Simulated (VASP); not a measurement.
A run of VASP 6.6.1:

File INCAR:

```
SYSTEM = Ba
ALGO     = Fast           ! electronic algorithm
EDIFF    = 1E-8           ! SCF threshold, eV
ENCUT    = 520            ! plane-wave cutoff, eV
IBRION   = 8              ! ionic algorithm
ISIF     = 2              ! what is computed and relaxed
ISMEAR   = -1             ! smearing method
LASPH    = .TRUE.         ! aspherical terms in the spheres
LCHARG   = .FALSE.        ! write CHGCAR
LREAL    = .FALSE.        ! projectors in reciprocal space
LWAVE    = .FALSE.        ! write WAVECAR
NBANDS   = 11             ! bands
NELM     = 100            ! most SCF steps
NSW      = 1              ! ionic steps
PREC     = Accurate       ! precision mode
SIGMA    = 0.15           ! smearing width, eV
```

KPOINTS

```
k-points
0
G
  12 12 12
  0 0 0
```

POSCAR

```
Ba
1.0
   -2.3816655778      2.3816655778      2.3816655778
    2.3816655778     -2.3816655778      2.3816655778
    2.3816655778      2.3816655778     -2.3816655778
Ba
1
Direct
    0.0000000000      0.0000000000      0.0000000000
```

Potentials or basis: VASP PAW LDA potentials, release 64 (Ba_sv).

The run is started by

```bash
$ cat potpaw_LDA.64/Ba_sv/POTCAR > POTCAR
$ mpirun -np 1 vasp_std > vasp.out
```

Hardware: 1 thread of AMD EPYC 7R13 Processor (Zen 3), on a shared host.

Estimate the wall time of this run.

Wall time 2.2 min on 1 thread of AMD EPYC 7R13 Processor (Zen 3) (shared host), peak memory 0.3 GiB. Counts: scf iterations 31, k points 72.
